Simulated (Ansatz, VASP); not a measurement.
NbSb: VASP beside Ansatz

```
CELL_PARAMETERS angstrom
3.59552 0.00000 0.00000
-1.79776 3.11382 0.00000
0.00000 0.00000 3.81318
ATOMIC_POSITIONS crystal
Nb 0.00000 0.00000 0.00000
Sb 0.33333 0.66667 0.50000
```

Alike in both runs: task electric field gradients; functional PBE; k mesh 11 × 11 × 10; occupations fermi-dirac, width 0.05 eV; no spin polarisation.

```csv
,VASP,Ansatz
version,VASP 6.6.1,Ansatz 0.2.0
potentials or method,"VASP PAW PBE potentials, release 64 (Nb_sv, Sb)","PAW with Ansatz's default frozen-core files, scalar-relativistic"
plane-wave cutoff (eV),520,420
valence electrons in the cell,18,28
```

```csv
,VASP,Ansatz,Ansatz less VASP
pressure (GPa),-0.3,0.0,+0.23
size of Vzz on the site where it differs most (V/Å²),73.0,69.6,-3.43
```

VASP's potentials hold 18 valence electrons a cell and Ansatz's 28, so a difference there can come from the potentials and not from the codes.

Spin-orbit coupling is off throughout.
